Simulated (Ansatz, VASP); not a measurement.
## Two plane-wave programs on ZnCu

```
Zn Cu
1.0
     2.91931    0.00000    0.00000
     0.00000    2.91931    0.00000
     0.00000    0.00000    2.91931
Zn Cu
1 1
Direct
  0.50000 0.50000 0.50000
  0.00000 0.00000 0.00000
```

Alike in both runs: task single point; functional r2SCAN; k mesh 11 × 11 × 11; occupations fermi-dirac, width 0.1 eV; no spin polarisation.

|  | VASP | Ansatz |
| --- | --- | --- |
| version | VASP 6.6.1 | Ansatz 0.2.0 |
| potentials or method | VASP PAW PBE potentials, release 64 (Zn, Cu), cutoff 520 eV | PAW plane waves |
| valence electrons in the cell | 23 | 31 |

```tsv
	VASP	Ansatz	Ansatz less VASP
pressure (GPa)	0.5	0.0	-0.56
```

VASP's potentials were made for PBE, not for r2SCAN. VASP's potentials hold 23 valence electrons a cell and Ansatz's 31, so a difference there can come from the potentials and not from the codes.
